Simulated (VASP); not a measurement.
# Pt (R-3m) in VASP: settings compared

The runs below take Pt through single point, with PBEsol, PBE.

Everything below comes from runs of VASP 6.6.1. Logs are shortened: lines on timing, memory, paths and dates and some standing lists are left out, and cuts for length are marked.

## Step 1: The cell of the first run

The structure is trigonal, space group R-3m (No. 166). Conventional cell: a = 2.673 Å, b = 2.673 Å, c = 7.091 Å, α = 90.00°, β = 90.00°, γ = 120.00°. Within 3.5 Å of Pt (site symmetry -3m) lie 12 Pt at 2.67 to 2.82 Å.

## Step 2: Single point, PBEsol

File INCAR:

```
SYSTEM = Pt
  PREC = Accurate
  ENCUT = 500
  EDIFF = 1E-6
  ISMEAR = 0
  SIGMA = 0.1
  LREAL = .FALSE.
  LASPH = .TRUE.
  NELM = 120
  ALGO = Normal
  ISIF = 2
  LWAVE = .FALSE.
  LCHARG = .FALSE.
  GGA = PS
  NBANDS = 11
  GGA_COMPAT = .FALSE.
```

File KPOINTS:

```
Automatic mesh
0
G
  15 15 15
  0 0 0
```

File POSCAR:

```
Pt
1.0
    2.6728587958      0.0000000000      0.0000000000
   -1.3364293979      2.3147636179      0.0000000000
    1.3364293979      0.7715878726      2.3636501026
Pt
1
Direct
    0.0000000000      0.0000000000      0.0000000000
```

Potentials or basis: VASP PAW PBE potentials, release 64 (Pt).

Launch:

```bash
cat potpaw_PBE.64/Pt/POTCAR > POTCAR
mpirun -np 1 vasp_std > vasp.out
```

OUTCAR:

```text
SYSTEM = Pt
   PREC = Accurate
   ENCUT = 500
   EDIFF = 1E-6
   ISMEAR = 0
   LREAL = .FALSE.
   LASPH = .TRUE.
   NELM = 120
   ISIF = 2
   GGA = PS

 ion  position               nearest neighbor table
   1  0.000  0.000  0.000-

  LATTYP: Found a trigonal (rhomboedric) cell.
 ALAT       =     2.8228059070
 COS(alpha) =     0.5517090192

  Lattice vectors:

 A1 = (   0.0000000000,  -1.5431757453,   2.3636501026)
 A2 = (   1.3364293979,   0.7715878726,   2.3636501026)
 A3 = (  -1.3364293979,   0.7715878726,   2.3636501026)

Analysis of symmetry for initial positions (statically):
=====================================================================
 Subroutine PRICEL returns:
 Original cell was already a primitive cell.

 Routine SETGRP: Setting up the symmetry group for a
 trigonal (rhombohedral) supercell.

 Subroutine GETGRP returns: Found 12 space group operations
 (whereof 12 operations were pure point group operations)
 out of a pool of 12 trial point group operations.

The static configuration has the point symmetry D_3d.

Analysis of symmetry for dynamics (positions and initial velocities):
=====================================================================
 Subroutine PRICEL returns:
 Original cell was already a primitive cell.

 Routine SETGRP: Setting up the symmetry group for a
 trigonal (rhombohedral) supercell.

 Subroutine GETGRP returns: Found 12 space group operations
 (whereof 12 operations were pure point group operations)
 out of a pool of 12 trial point group operations.

The dynamic configuration has the point symmetry D_3d.

 Subroutine INISYM returns: Found 12 space group operations
 (whereof 12 operations are pure point group operations),
 and found     1 'primitive' translations

----------------------------------------------------------------------------------------

                                     Primitive cell

  volume of cell :      14.6240

  direct lattice vectors                    reciprocal lattice vectors
     2.672858796  0.000000000  0.000000000     0.374131249  0.216004777 -0.282049643
    -1.336429398  2.314763618  0.000000000     0.000000000  0.432009555 -0.141024821
     1.336429398  0.771587873  2.363650103     0.000000000  0.000000000  0.423074464

  length of vectors
     2.672858796  2.672858796  2.822805907     0.515930476  0.454444997  0.423074464

  position of ions in fractional coordinates (direct lattice)
     0.000000000  0.000000000  0.000000000

  ion indices of the primitive-cell ions
   primitive index   ion index
                 1           1

----------------------------------------------------------------------------------------

 KPOINTS: Automatic mesh

Automatic generation of k-mesh.
 Grid dimensions read from file:
 generate k-points for:   15   15   15

 Generating k-lattice:

  Cartesian coordinates                     Fractional coordinates (reciprocal lattice)
     0.024942083  0.014400318 -0.018803310     0.066666667  0.000000000  0.000000000
     0.000000000  0.028800637 -0.009401655     0.000000000  0.066666667  0.000000000
     0.000000000  0.000000000  0.028204964     0.000000000  0.000000000  0.066666667

  Length of vectors
     0.034395365  0.030296333  0.028204964

  Shift w.r.t. Gamma in fractional coordinates (k-lattice)
     0.000000000  0.000000000  0.000000000

 Subroutine IBZKPT returns following result:
 ===========================================

 Found    344 irreducible k-points:

 Following reciprocal coordinates:
            Coordinates               Weight
  0.000000  0.000000  0.000000      1.000000
  0.066667  0.000000 -0.000000      6.000000
  0.133333  0.000000 -0.000000      6.000000
  0.200000  0.000000 -0.000000      6.000000
  0.266667  0.000000 -0.000000      6.000000
  0.333333 -0.000000 -0.000000      6.000000
[... 16 lines left out ...]
  0.400000  0.133333 -0.000000     12.000000
 -0.066667  0.133333  0.000000      6.000000
 [... further k-points ...]
   k-points           NKPTS =    344   k-points in BZ     NKDIM =    344   number of bands    NBANDS=     11
   number of dos      NEDOS =    301   number of ions     NIONS =      1
   total plane-waves  NPLWV =   9600
   dimension x,y,z NGX =    20 NGY =   20 NGZ =   24
   dimension x,y,z NGXF=    40 NGYF=   40 NGZF=   48
   ions per type =               1
   NGX,Y,Z   is equivalent  to a cutoff of  12.44, 12.44, 14.13 a.u.
   NGXF,Y,Z  is equivalent  to a cutoff of  24.88, 24.88, 28.27 a.u.
 SYSTEM =  Pt
   PREC   = accura    normal or accurate (medium, high low for compatibility)
   ISTART =      0    job   : 0-new  1-cont  2-samecut
   ICHARG =      2    charge: 1-file 2-atom 10-const
   ISPIN  =      1    spin polarized calculation?
   LNONCOLLINEAR =      F non collinear calculations
   LSORBIT =      F    spin-orbit coupling
   LASPH  =      T    aspherical Exc in radial PAW
   ENCUT  =  500.0 eV  36.75 Ry    6.06 a.u.   4.87  4.87  5.15*2*pi/ulx,y,z
   NELM   =    120;   NELMIN=  2; NELMDL= -5     # of ELM steps
   EDIFF  = 0.1E-05   stopping-criterion for ELM
   LREAL  =      F    real-space projection
   EDIFFG = 0.1E-04   stopping-criterion for IOM
   NSW    =      0    number of steps for IOM
   IBRION =     -1    ionic relax: 0-MD 1-quasi-New 2-CG
   NFREE  =      0    steps in history (QN), initial steepest desc. (CG)
   ISIF   =      2    stress and relaxation
   ISYM   =      2    0-nonsym 1-usesym 2-fastsym
   POTIM  = 0.5000    time-step for ionic-motion
   TEBEG  =    0.0;   TEEND  =   0.0 temperature during run
   PSTRESS=    0.0 pullay stress
   NELECT =      10.0000    total number of electrons
   NUPDOWN=      -1.0000    fix difference up-down
   EMIN   =  10.00;   EMAX   =-10.00  energy-range for DOS
   EFERMI =   0.00;   METHOD = LEGACY
   ISMEAR =     0;   SIGMA  =   0.10  broadening in eV -4-tet -1-fermi 0-gaus
   EFERMI_NEDOS =   21; number of points for ismear=-14 and -15
   IALGO  =     38    algorithm
   IMIX   =      4    mixing-type and parameters
     AMIX     =   0.40;   BMIX     =  1.00
     AMIX_MAG =   1.60;   BMIX_MAG =  1.00
  volume/ion in A,a.u.               =      14.62        98.69
  Fermi-wavevector in a.u.,A,eV,Ry     =   1.442291  2.725535 28.302883  2.080203
  Thomas-Fermi vector in A             =   2.560828
   LORBIT       =      0    0 simple, 1 ext, 2 COOP (PROOUT), +10 PAW based schemes
   GGA     = PS    functional components
   LHFCALC =     F    Hartree Fock is set to
   AEXX    =    0.0000 exact exchange contribution
   IVDW    =     0    specifies the selected vdW correction
   LEPSILON=     F    determine dielectric tensor
   LRPA    =     F    only Hartree local field effects (RPA)
 non-spin polarized calculation
 Gauss-broadening in eV      SIGMA  =   0.10
  energy-cutoff  :      500.00
  volume of cell :       14.62
 maximum number of plane-waves:       381
   NGX =  9   NGY =  9   NGZ = 11

 number of electron      10.0000000 magnetization

 Free energy of the ion-electron system (eV)
  ---------------------------------------------------
  ext. energy  EPLUGINS =         0.00000000
  ---------------------------------------------------
  free energy    TOTEN  =        -6.91845055 eV

  energy without entropy =       -6.91116149  energy(sigma->0) =       -6.91480602

 E-fermi :  11.6864     XC(G=0): -13.8033

 val. band max:       11.6827744054   @ k =   0.2000   0.2667  -0.0000
 cond. band min:      11.6931029097   @ k =  -0.2000   0.0000   0.2667
 fundamental gap:      0.0103285043
 Fermi energy:        11.6863571131

 k-point     1 :       0.0000    0.0000    0.0000
  band No.  band energies     occupation
      1       1.0452      2.00000
      2       7.0525      2.00000
      3       7.8922      2.00000
      4       7.8922      2.00000
      5      10.1280      2.00000
      6      10.1280      2.00000
      7      26.0552      0.00000
      8      29.8394      0.00000
      9      32.3155      0.00000
     10      32.3155      0.00000
     11      36.8043      0.00000

 k-point     2 :       0.0667    0.0000   -0.0000
  band No.  band energies     occupation
      1       1.2927      2.00000
      2       7.0938      2.00000
      3       7.8190      2.00000
      4       8.0236      2.00000
      5       9.9322      2.00000
      6      10.1848      2.00000
      7      26.4369      0.00000
      8      29.8084      0.00000
      9      31.6892      0.00000
     10      32.3942      0.00000
     11      38.2827      0.00000

 k-point     3 :       0.1333    0.0000   -0.0000
  band No.  band energies     occupation
      1       2.0051      2.00000
      2       6.9380      2.00000
      3       7.9228      2.00000
      4       8.4115      2.00000
      5       9.4286      2.00000
      6      10.3490      2.00000
      7      27.4638      0.00000
      8      29.6216      0.00000
      9      30.9427      0.00000
     10      32.3729      0.00000
     11      38.4659      0.00000

 k-point     4 :       0.2000    0.0000   -0.0000
  band No.  band energies     occupation
      1       3.0584      2.00000
      2       6.4356      2.00000
      3       8.3690      2.00000
      4       8.9512      2.00000
      5       9.0345      2.00000
      6      10.6025      2.00000
      7      28.4808      0.00000
      8      29.6156      0.00000
      9      30.1938      0.00000
     10      31.4622      0.00000
     11      36.2819      0.00000

 k-point     5 :       0.2667    0.0000   -0.0000
  band No.  band energies     occupation
      1       4.0906      2.00000
      2       5.8639      2.00000
      3       8.4991      2.00000
      4       9.4677      2.00000
      5       9.8473      2.00000
      6      10.9138      2.00000
      7      27.3891      0.00000
      8      29.2930      0.00000
      9      29.4847      0.00000
     10      31.3106      0.00000
     11      32.7356      0.00000
[... 211 lines left out ...]
 k-point    21 :       0.2667    0.1333   -0.0000
  band No.  band energies     occupation
      1       4.9571      2.00000
      2       5.5892      2.00000
      3       8.3078      2.00000
      4       9.7291      2.00000
      5      11.5090      1.98787
      6      12.1564      0.00000
      7      24.0876      0.00000
      8      26.0632      0.00000
      9      27.6279      0.00000
     10      31.5108      0.00000
     11      35.5739      0.00000

 k-point    22 :       0.3333    0.1333   -0.0000
  band No.  band energies     occupation
      1       4.8302      2.00000
      2       5.2437      2.00000
      3       9.3273      2.00000
      4      10.4492      2.00000
      5      11.8658      0.01116
      6      13.8581      0.00000
      7      22.0467      0.00000
      8      24.3886      0.00000
      9      25.3066      0.00000
     10      31.9778      0.00000
     11      36.2192      0.00000

 k-point    23 :       0.4000    0.1333   -0.0000
  band No.  band energies     occupation
      1       4.6482      2.00000
      2       5.0640      2.00000
      3      10.0985      2.00000
      4      11.0074      2.00000
      5      11.9770      0.00004
      6      15.5357      0.00000
      7      20.3208      0.00000
      8      23.4285      0.00000
      9      23.6375      0.00000
     10      32.4834      0.00000
     11      36.7565      0.00000

 k-point    24 :      -0.0667    0.1333    0.0000
  band No.  band energies     occupation
      1       1.5683      2.00000
      2       7.2867      2.00000
      3       7.5927      2.00000
      4       8.2302      2.00000
      5       9.7969      2.00000
      6      10.0740      2.00000
      7      26.9383      0.00000
      8      30.1929      0.00000
      9      30.6016      0.00000
     10      32.8306      0.00000
     11      38.7582      0.00000

 [... further k-points ...]

------------------------ aborting loop because EDIFF is reached ----------------------------------------

  FORCE on cell =-STRESS in cart. coord.  units (eV):
  Direction    XX          YY          ZZ          XY          YZ          ZX
  --------------------------------------------------------------------------------------
  -------------------------------------------------------------------------------------
  Total        1.4524340      1.4524340     -0.0500500      0.0000000      0.0000000      0.0000000
  in kB      159.1259920    159.1259920     -5.4833896      0.0000000      0.0000000      0.0000000
  external PRESSURE =     104.2561982 kB  Pullay stress =       0.0000000 kB

 VOLUME and BASIS-vectors are now :
 -----------------------------------------------------------------------------
  energy-cutoff  :      500.00
  volume of cell :       14.62
      direct lattice vectors                 reciprocal lattice vectors
     2.672858796  0.000000000  0.000000000     0.374131249  0.216004777 -0.282049643
    -1.336429398  2.314763618  0.000000000     0.000000000  0.432009555 -0.141024821
     1.336429398  0.771587873  2.363650103     0.000000000  0.000000000  0.423074464

 POSITION                                       TOTAL-FORCE (eV/Angst)
 -----------------------------------------------------------------------------------
      0.00000      0.00000      0.00000        -0.000000     -0.000000      0.000000
 -----------------------------------------------------------------------------------
    total drift:                               -0.000000      0.000000     -0.000000

  FREE ENERGIE OF THE ION-ELECTRON SYSTEM (eV)
  ---------------------------------------------------
  free  energy   TOTEN  =        -6.9184505528 eV

  energy  without entropy=       -6.9111614907  energy(sigma->0) =       -6.91480602
```

Run time: 31 s. Hardware: 1 thread of Intel Xeon 6975P-C, shared host; peak memory 0.17 GiB.

What came out:

```
Free energy            : -6.9185 eV
Pressure               : 10.4 GPa
Band gap on the k mesh : zero (band 5 reaches 12.29 eV, above the bottom of band 6 at 9.88 eV)
```

Levels at points of the mesh, in eV from the Fermi level:
| k point | band 3 | band 4 | band 5 | band 6 | band 7 | band 8 |
| --- | --- | --- | --- | --- | --- | --- |
| (0.00, 0.00, 0.00) | -3.79 | -3.79 | -1.56 | -1.56 | 14.37 | 18.15 |

Caveat: the PAW data sets were made with another functional, which shifts forces and pressure a little; spin-orbit coupling is left out, which moves the levels of the heavy elements.

## Step 3: Single point, PBEsol

File INCAR:

```
PREC     = Accurate       # precision mode
ENCUT    = 500            # plane-wave cutoff, eV
EDIFF    = 1E-6           # SCF threshold, eV
ISMEAR   = 0              # smearing method
SIGMA    = 0.1            # smearing width, eV
LREAL    = F              # projectors in reciprocal space
LASPH    = T              # aspherical terms in the spheres
NELM     = 120            # most SCF steps
ALGO     = Normal         # electronic algorithm
ISIF     = 2              # what is computed and relaxed
LWAVE    = F              # write WAVECAR
LCHARG   = T              # write CHGCAR
GGA      = PS             # functional
LELF     = T              # ELF
LVHAR    = T            
NBANDS   = 11             # bands
GGA_COMPAT= F
```

File KPOINTS:

```
regular mesh
0
Gamma
  15 15 15
```

Changes to POSCAR since step 2:

```diff
@@ -4,3 +4,3 @@
    -1.3364293979      2.3147636179      0.0000000000
-    1.3364293979      0.7715878726      2.3636501026
+    1.3364293979      0.7715878726      2.3616019871
 Pt
```

Potentials or basis: VASP PAW PBE potentials, release 64 (Pt).

Launch:

```bash
cat potpaw_PBE.64/Pt/POTCAR > POTCAR
mpirun -np 1 vasp_std > vasp.out
```

Wall time 30 s (1 thread of Intel Xeon 6975P-C, shared host); peak memory 0.17 GiB.

The run converged. Its results:

```
Free energy            : -6.9185 eV
Pressure               : 10.7 GPa
Band gap on the k mesh : zero (band 5 reaches 12.31 eV, above the bottom of band 6 at 9.89 eV)
```

Stress tensor (GPa, compression positive):
```
16.12  0.00  0.00
 0.00 16.12  0.00
 0.00  0.00 -0.23
```

Levels at points of the mesh, in eV from the Fermi level:
```
           k point  band 3  band 4  band 5  band 6  band 7  band 8
(0.00, 0.00, 0.00)   -3.80   -3.80   -1.56   -1.56   14.37   18.17
```

Caveat: the PAW data sets were made with another functional, which shifts forces and pressure a little; spin-orbit coupling is left out, which moves the levels of the heavy elements.

## Step 4: Single point, PBE

File INCAR:

```
SYSTEM = Pt
PREC = Accurate
ENCUT = 500
EDIFF = 1E-6
ISMEAR = 0
SIGMA = 0.1
LREAL = .False.
LASPH = .True.
NELM = 120
ALGO = Normal
ISIF = 2
LWAVE = .False.
LCHARG = .False.
GGA = PE
NBANDS = 11
GGA_COMPAT = .False.
```

File KPOINTS:

```
regular mesh
0
Gamma
  15 15 15
  0 0 0
```

POSCAR is that of step 3.

Launch:

```bash
cat potpaw_PBE.64/Pt/POTCAR > POTCAR
mpirun -np 1 vasp_std > vasp.out
```

Wall time 27 s (1 thread of Intel Xeon 6975P-C, shared host); peak memory 0.17 GiB.

It converged, with:

```
Free energy            : -6.0033 eV
Pressure               : 22.0 GPa
Band gap on the k mesh : zero (band 5 reaches 12.48 eV, above the bottom of band 6 at 10.06 eV)
```

Stress tensor (GPa, compression positive):
```
27.77  0.00  0.00
 0.00 27.77  0.00
 0.00  0.00 10.43
```

Levels at points of the mesh, in eV from the Fermi level:
| k point | band 2 | band 3 | band 4 | band 5 | band 6 | band 7 | band 8 | band 9 |
| --- | --- | --- | --- | --- | --- | --- | --- | --- |
| (0.00, 0.00, 0.00) | -4.61 | -3.78 | -3.78 | -1.57 | -1.57 | 14.39 | 18.19 | 20.64 |

Caveat: spin-orbit coupling is left out, which moves the levels of the heavy elements.

## Step 5: Summary

| level | cell | gap on the mesh (eV) | pressure (GPa) |
| --- | --- | --- | --- |
| PBEsol | a = 2.673, b = 2.673, c = 2.823 Å, angles 90.0, 61.7, 120.0°, 1 atom | none | 10.4 |
| PBEsol | a = 2.673, b = 2.673, c = 2.821 Å, angles 90.0, 61.7, 120.0°, 1 atom | none | 10.7 |
| PBE | a = 2.673, b = 2.673, c = 2.821 Å, angles 90.0, 61.7, 120.0°, 1 atom | none | 22.0 |

Alike in all rows: task single point; potentials or basis VASP PAW PBE potentials, release 64 (Pt); no spin polarisation; k mesh 15 × 15 × 15; cutoff (eV) 500; smearing gaussian 0.1 eV.

Caveats: spin-orbit coupling is left out, which moves the levels of the heavy elements; the PAW data sets were made with another functional, which shifts forces and pressure a little (some runs).

Absolute energies hang on the potentials; compare differences alone.
